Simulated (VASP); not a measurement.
# Ge (Cmcm) in VASP: a series of runs

The runs below take Ge through single point, with PBEsol.

All numbers are computed with VASP 6.6.1; they aren't measurements. Logs are shortened: lines on timing, memory, paths and dates and some standing lists are left out, and cuts for length are marked.

## (1) The cell of the first run

It takes space group Cmcm (No. 63, orthorhombic). The conventional cell has a = 3.764 Å, b = 7.352 Å, c = 13.145 Å, α = 90.00°, β = 90.00°, γ = 90.00°. Within 3.2 Å of Ge (site symmetry m) lie 4 Ge at 2.39 to 2.59 Å. Within 3.2 Å of Ge (site symmetry m) lie 4 Ge at 2.39 to 2.59 Å.

## (2) Single point, PBEsol (strain -0.0600 x Voigt [1, -1, 0, 0, 0, 0])

INCAR reads:

```
SYSTEM = Ge
ALGO = Normal
EDIFF = 1E-6
ENCUT = 520
GGA = PS
ISIF = 2
ISMEAR = 0
KPAR = 4
LASPH = .True.
LCHARG = .False.
LREAL = .False.
LWAVE = .False.
NBANDS = 66
NELM = 100
PREC = Accurate
SIGMA = 0.15
```

KPOINTS reads:

```
k-points
0
Gamma
  12 12 4
  0 0 0
```

POSCAR reads:

```
Ge
1.0
    3.7639146267      0.0000000000      0.0000000000
   -1.8819573133      3.6757706654      0.0000000000
    0.0000000000      0.0000000000     13.1450496090
Ge
8
Direct
    0.0000000000      0.0000000000      0.4068073295
    0.0000000000      0.0000000000      0.5931926705
    0.0000000000      0.0000000000      0.9068073295
    0.0000000000      0.0000000000      0.0931926705
    0.3333333333      0.6666666667      0.3441392333
    0.6666666667      0.3333333333      0.6558607667
    0.6666666667      0.3333333333      0.8441392333
    0.3333333333      0.6666666667      0.1558607667
```

Potentials or basis: VASP PAW PBE potentials, release 64 (Ge_d).

On the command line:

```bash
$ cat potpaw_PBE.64/Ge_d/POTCAR > POTCAR
$ mpirun -np 4 vasp_std > vasp.out
```

OUTCAR:

```text
SYSTEM = Ge
   EDIFF = 1E-6
   ENCUT = 520
   GGA = PS
   ISIF = 2
   ISMEAR = 0
   LASPH = .True.
   LREAL = .False.
   NELM = 100
   PREC = Accurate

 ion  position               nearest neighbor table
   1  0.000  0.000  0.407-   5 2.39   5 2.39   2 2.45   5 2.59
   2  0.000  0.000  0.593-   6 2.39   6 2.39   1 2.45   6 2.59
   3  0.000  0.000  0.907-   7 2.39   7 2.39   4 2.45   7 2.59
   4  0.000  0.000  0.093-   8 2.39   8 2.39   3 2.45   8 2.59
   5  0.333  0.667  0.344-   1 2.39   1 2.39   8 2.47   1 2.59
   6  0.667  0.333  0.656-   2 2.39   2 2.39   7 2.47   2 2.59
   7  0.667  0.333  0.844-   3 2.39   3 2.39   6 2.47   3 2.59
   8  0.333  0.667  0.156-   4 2.39   4 2.39   5 2.47   4 2.59

  LATTYP: Found a base centered orthorhombic cell.
 ALAT       =     3.7639146267
 B/A-ratio  =     1.9531636766
 C/A-ratio  =     3.4923878230

  Lattice vectors:

 A1 = (   1.8819573133,  -3.6757706654,   0.0000000000)
 A2 = (   1.8819573134,   3.6757706654,   0.0000000000)
 A3 = (   0.0000000000,   0.0000000000,  13.1450496090)

Analysis of symmetry for initial positions (statically):
=====================================================================
 Subroutine PRICEL returns:
 Original cell was already a primitive cell.

 Routine SETGRP: Setting up the symmetry group for a
 base centered orthorhombic supercell.

 Subroutine GETGRP returns: Found  8 space group operations
 (whereof  4 operations were pure point group operations)
 out of a pool of  8 trial point group operations.

The static configuration has the point symmetry C_2h.
 The point group associated with its full space group is D_2h.

Analysis of symmetry for dynamics (positions and initial velocities):
=====================================================================
 Subroutine PRICEL returns:
 Original cell was already a primitive cell.

 Routine SETGRP: Setting up the symmetry group for a
 base centered orthorhombic supercell.

 Subroutine GETGRP returns: Found  8 space group operations
 (whereof  4 operations were pure point group operations)
 out of a pool of  8 trial point group operations.

The dynamic configuration has the point symmetry C_2h.
 The point group associated with its full space group is D_2h.

 Subroutine INISYM returns: Found  8 space group operations
 (whereof  4 operations are pure point group operations),
 and found     1 'primitive' translations

----------------------------------------------------------------------------------------

                                     Primitive cell

  volume of cell :     181.8655

  direct lattice vectors                    reciprocal lattice vectors
     3.763914627  0.000000000  0.000000000     0.265680840  0.136025896  0.000000000
    -1.881957313  3.675770665  0.000000000     0.000000000  0.272051793  0.000000000
     0.000000000  0.000000000 13.145049609     0.000000000  0.000000000  0.076074266

  length of vectors
     3.763914627  4.129534273 13.145049609     0.298478397  0.272051793  0.076074266

  position of ions in fractional coordinates (direct lattice)
     0.000000000  0.000000000  0.406807329
     0.000000000  0.000000000  0.593192671
     0.000000000  0.000000000  0.906807329
     0.000000000  0.000000000  0.093192671
     0.333333333  0.666666667  0.344139233
     0.666666667  0.333333333  0.655860767
     0.666666667  0.333333333  0.844139233
     0.333333333  0.666666667  0.155860767

  ion indices of the primitive-cell ions
   primitive index   ion index
                 1           1
                 2           2
                 3           3
                 4           4
                 5           5
                 6           6
                 7           7
                 8           8

----------------------------------------------------------------------------------------

 KPOINTS: k-points

Automatic generation of k-mesh.
 Grid dimensions read from file:
 generate k-points for:   12   12    4

 Generating k-lattice:

  Cartesian coordinates                     Fractional coordinates (reciprocal lattice)
     0.022140070  0.011335491  0.000000000     0.083333333  0.000000000  0.000000000
     0.000000000  0.022670983  0.000000000     0.000000000  0.083333333  0.000000000
     0.000000000  0.000000000  0.019018566     0.000000000  0.000000000  0.250000000

  Length of vectors
     0.024873200  0.022670983  0.019018566

  Shift w.r.t. Gamma in fractional coordinates (k-lattice)
     0.000000000  0.000000000  0.000000000

 Subroutine IBZKPT returns following result:
 ===========================================

 Found    129 irreducible k-points:

 Following reciprocal coordinates:
            Coordinates               Weight
  0.000000  0.000000  0.000000      1.000000
  0.083333 -0.000000  0.000000      4.000000
  0.166667 -0.000000  0.000000      4.000000
  0.250000  0.000000  0.000000      4.000000
  0.333333 -0.000000  0.000000      4.000000
  0.416667  0.000000  0.000000      4.000000
[... 16 lines left out ...]
  0.333333  0.166667  0.000000      4.000000
  0.416667  0.166667  0.000000      4.000000
 [... further k-points ...]
   k-points           NKPTS =    129   k-points in BZ     NKDIM =    129   number of bands    NBANDS=     66
   number of dos      NEDOS =    301   number of ions     NIONS =      8
   total plane-waves  NPLWV =  87808
   dimension x,y,z NGX =    28 NGY =   32 NGZ =   98
   dimension x,y,z NGXF=    56 NGYF=   64 NGZF=  196
   ions per type =               8
   NGX,Y,Z   is equivalent  to a cutoff of  12.37, 12.88, 12.39 a.u.
   NGXF,Y,Z  is equivalent  to a cutoff of  24.73, 25.76, 24.79 a.u.
 SYSTEM =  Ge
   PREC   = accura    normal or accurate (medium, high low for compatibility)
   ISTART =      0    job   : 0-new  1-cont  2-samecut
   ICHARG =      2    charge: 1-file 2-atom 10-const
   ISPIN  =      1    spin polarized calculation?
   LNONCOLLINEAR =      F non collinear calculations
   LSORBIT =      F    spin-orbit coupling
   LASPH  =      T    aspherical Exc in radial PAW
   ENCUT  =  520.0 eV  38.22 Ry    6.18 a.u.   7.00  7.68 24.44*2*pi/ulx,y,z
   NELM   =    100;   NELMIN=  2; NELMDL= -5     # of ELM steps
   EDIFF  = 0.1E-05   stopping-criterion for ELM
   LREAL  =      F    real-space projection
   EDIFFG = 0.1E-04   stopping-criterion for IOM
   NSW    =      0    number of steps for IOM
   IBRION =     -1    ionic relax: 0-MD 1-quasi-New 2-CG
   NFREE  =      0    steps in history (QN), initial steepest desc. (CG)
   ISIF   =      2    stress and relaxation
   ISYM   =      2    0-nonsym 1-usesym 2-fastsym
   POTIM  = 0.5000    time-step for ionic-motion
   TEBEG  =    0.0;   TEEND  =   0.0 temperature during run
   PSTRESS=    0.0 pullay stress
   NELECT =     112.0000    total number of electrons
   NUPDOWN=      -1.0000    fix difference up-down
   EMIN   =  10.00;   EMAX   =-10.00  energy-range for DOS
   EFERMI =   0.00;   METHOD = LEGACY
   ISMEAR =     0;   SIGMA  =   0.15  broadening in eV -4-tet -1-fermi 0-gaus
   EFERMI_NEDOS =   21; number of points for ismear=-14 and -15
   IALGO  =     38    algorithm
   IMIX   =      4    mixing-type and parameters
     AMIX     =   0.40;   BMIX     =  1.00
     AMIX_MAG =   1.60;   BMIX_MAG =  1.00
  volume/ion in A,a.u.               =      22.73       153.41
  Fermi-wavevector in a.u.,A,eV,Ry     =   1.392828  2.632063 26.394878  1.939969
  Thomas-Fermi vector in A             =   2.516533
   LORBIT       =      0    0 simple, 1 ext, 2 COOP (PROOUT), +10 PAW based schemes
   GGA     = PS    functional components
   LHFCALC =     F    Hartree Fock is set to
   AEXX    =    0.0000 exact exchange contribution
   IVDW    =     0    specifies the selected vdW correction
   LEPSILON=     F    determine dielectric tensor
   LRPA    =     F    only Hartree local field effects (RPA)
 non-spin polarized calculation
 Gauss-broadening in eV      SIGMA  =   0.15
  energy-cutoff  :      520.00
  volume of cell :      181.87
 maximum number of plane-waves:      4927
   NGX = 13   NGY = 15   NGZ = 49

 number of electron     112.0000019 magnetization

 Free energy of the ion-electron system (eV)
  ---------------------------------------------------
  ext. energy  EPLUGINS =         0.00000000
  ---------------------------------------------------
  free energy    TOTEN  =       -38.90031296 eV

  energy without entropy =      -38.89412829  energy(sigma->0) =      -38.89722063

 E-fermi :   4.8467     XC(G=0): -10.1116

 val. band max:        4.7961268354   @ k =   0.0000   0.0833   0.5000
 cond. band min:       4.8694574477   @ k =   0.4167   0.0000   0.2500
 fundamental gap:      0.0733306123
 Fermi energy:         4.8466517711

 k-point     1 :       0.0000    0.0000    0.0000
  band No.  band energies     occupation
      1     -20.0258      2.00000
      2     -20.0185      2.00000
      3     -20.0125      2.00000
      4     -20.0013      2.00000
      5     -19.9741      2.00000
      6     -19.9674      2.00000
[... 58 lines left out ...]
     65       8.6295      0.00000
     66       8.7028      0.00000

 k-point     2 :       0.0833   -0.0000    0.0000
  band No.  band energies     occupation
      1     -20.0269      2.00000
      2     -20.0178      2.00000
      3     -20.0126      2.00000
      4     -19.9999      2.00000
      5     -19.9747      2.00000
      6     -19.9680      2.00000
[... 58 lines left out ...]
     65       8.4839      0.00000
     66       8.7906      0.00000

 k-point     3 :       0.1667   -0.0000    0.0000
  band No.  band energies     occupation
      1     -20.0283      2.00000
      2     -20.0152      2.00000
      3     -20.0117      2.00000
      4     -19.9954      2.00000
      5     -19.9775      2.00000
      6     -19.9699      2.00000
[... 1438 lines left out ...]
     65       8.9280      0.00000
     66       9.8229      0.00000

 k-point    24 :       0.4167    0.1667    0.0000
  band No.  band energies     occupation
      1     -20.0156      2.00000
      2     -20.0048      2.00000
      3     -20.0010      2.00000
      4     -19.9995      2.00000
      5     -19.9885      2.00000
      6     -19.9829      2.00000
[... 58 lines left out ...]
     65       8.5169      0.00000
     66       9.9226      0.00000

 [... further k-points ...]

------------------------ aborting loop because EDIFF is reached ----------------------------------------

  FORCE on cell =-STRESS in cart. coord.  units (eV):
  Direction    XX          YY          ZZ          XY          YZ          ZX
  --------------------------------------------------------------------------------------
  -------------------------------------------------------------------------------------
  Total       10.5788052     -6.9629655      0.1620985     -0.0000000      0.0000000      0.0000000
  in kB       93.1958987    -61.3415044      1.4280365     -0.0000000      0.0000000      0.0000000
  external PRESSURE =      11.0941436 kB  Pullay stress =       0.0000000 kB

 VOLUME and BASIS-vectors are now :
 -----------------------------------------------------------------------------
  energy-cutoff  :      520.00
  volume of cell :      181.87
      direct lattice vectors                 reciprocal lattice vectors
     3.763914627  0.000000000  0.000000000     0.265680840  0.136025896  0.000000000
    -1.881957313  3.675770665  0.000000000     0.000000000  0.272051793  0.000000000
     0.000000000  0.000000000 13.145049609     0.000000000  0.000000000  0.076074266

 POSITION                                       TOTAL-FORCE (eV/Angst)
 -----------------------------------------------------------------------------------
      0.00000      0.00000      5.34750         0.000000      0.713502      0.116423
      0.00000      0.00000      7.79755        -0.000000     -0.713502     -0.116423
      0.00000      0.00000     11.92003        -0.000000     -0.713502      0.116423
      0.00000      0.00000      1.22502         0.000000      0.713502     -0.116423
     -0.00000      2.45051      4.52373        -0.000000     -0.725649     -0.107299
      1.88196      1.22526      8.62132         0.000000      0.725649      0.107299
      1.88196      1.22526     11.09625         0.000000      0.725649     -0.107299
     -0.00000      2.45051      2.04880        -0.000000     -0.725649      0.107299
 -----------------------------------------------------------------------------------
    total drift:                                0.000000      0.000000      0.000000

  FREE ENERGIE OF THE ION-ELECTRON SYSTEM (eV)
  ---------------------------------------------------
  free  energy   TOTEN  =       -38.9003129641 eV

  energy  without entropy=      -38.8941282903  energy(sigma->0) =      -38.89722063
```

Run time: 9.8 min. Hardware: 4 MPI ranks of Intel Xeon Platinum 8375C at 2.90GHz (Ice Lake), shared host; peak memory 0.98 GiB.

Results:

```yaml
Free_energy: -38.9003 eV
Pressure: 1.1 GPa
Largest_force: 0.734 eV/Å
Band_gap_on_the_k_mesh: zero (bands 56 and 57 overlap by 0.37 eV)
```

Forces on the atoms (eV/Å):
```
Ge   0.000  0.714  0.116
Ge   0.000 -0.714 -0.116
Ge   0.000 -0.714  0.116
Ge   0.000  0.714 -0.116
Ge   0.000 -0.726 -0.107
Ge   0.000  0.726  0.107
Ge   0.000  0.726 -0.107
Ge   0.000 -0.726  0.107
```

Caveat: the cell differs from its parent crystal (strain -0.0600 x Voigt [1, -1, 0, 0, 0, 0]); semilocal functionals underestimate gaps, so a narrow gap can read as zero; the PAW data sets were made with another functional, which shifts forces and pressure a little.

## (3) Single point, PBEsol (strain -0.0300 x Voigt [1, -1, 0, 0, 0, 0])

INCAR reads:

```
SYSTEM = Ge
PREC = Accurate ; ENCUT = 520
EDIFF = 1E-7 ; ISMEAR = 0
SIGMA = 0.15 ; LREAL = .FALSE.
LASPH = .TRUE. ; NELM = 80
ALGO = Normal ; ISIF = 2
LWAVE = .FALSE. ; LCHARG = .TRUE.
GGA = PS ; LVHAR = .TRUE.
NBANDS = 66 ; KPAR = 4
```

KPOINTS reads:

```
regular mesh
0
G
  12 12 4
  0 0 0
```

POSCAR: that of step 2 with these lines changed.

```diff
@@ -2,4 +2,4 @@
 1.0
-    3.7639146267      0.0000000000      0.0000000000
-   -1.8819573133      3.6757706654      0.0000000000
+    3.8840395616      0.0000000000      0.0000000000
+   -1.9420197808      3.5717394202      0.0000000000
     0.0000000000      0.0000000000     13.1450496090
```

Potentials or basis: VASP PAW PBE potentials, release 64 (Ge_d).

On the command line:

```bash
$ cat potpaw_PBE.64/Ge_d/POTCAR > POTCAR
$ mpirun -np 4 vasp_std > vasp.out
```

Run time: 9.2 min. Hardware: 4 MPI ranks of Intel Xeon Platinum 8375C at 2.90GHz (Ice Lake), shared host; peak memory 1 GiB.

It converged, with:

| Quantity | Value |
| --- | --- |
| Free energy | -39.3050 eV |
| Pressure | 0.2 GPa |
| Largest force | 0.393 eV/Å |
| Band gap on the k mesh | zero (bands 56 and 57 overlap by 0.11 eV) |

Forces in eV/Å, atoms in the order of the input:
```
Ge   0.000  0.385  0.031
Ge   0.000 -0.385 -0.031
Ge   0.000 -0.385  0.031
Ge   0.000  0.385 -0.031
Ge   0.000 -0.392 -0.027
Ge   0.000  0.392  0.027
Ge   0.000  0.392 -0.027
Ge   0.000 -0.392  0.027
```

Stress tensor (GPa, compression positive):
```
 4.32  0.00  0.00
 0.00 -3.63  0.00
 0.00  0.00 -0.05
```

Levels at points of the mesh, in eV from the Fermi level:
| k point | band 53 | band 54 | band 55 | band 56 | band 57 | band 58 | band 59 | band 60 |
| --- | --- | --- | --- | --- | --- | --- | --- | --- |
| (0.00, 0.00, 0.00) | -0.72 | -0.14 | -0.12 | -0.11 | -0.06 | 0.16 | 0.32 | 0.70 |
| (0.50, 0.00, 0.00) | -2.59 | -2.41 | -1.84 | -1.59 | 0.04 | 0.20 | 0.34 | 1.17 |
| (0.00, 0.50, 0.00) | -2.10 | -2.08 | -1.80 | -1.12 | 0.36 | 0.44 | 0.94 | 1.76 |
| (0.00, 0.00, 0.50) | -0.47 | -0.47 | -0.18 | -0.18 | 0.06 | 0.06 | 1.01 | 1.01 |
| (0.50, 0.00, 0.50) | -2.62 | -2.62 | -1.94 | -1.94 | 0.41 | 0.41 | 1.04 | 1.04 |
| (0.00, 0.50, 0.50) | -2.57 | -2.57 | -1.46 | -1.46 | 0.97 | 0.97 | 1.61 | 1.61 |

Caveat: the cell differs from its parent crystal (strain -0.0300 x Voigt [1, -1, 0, 0, 0, 0]); semilocal functionals underestimate gaps, so a narrow gap can read as zero; the PAW data sets were made with another functional, which shifts forces and pressure a little.
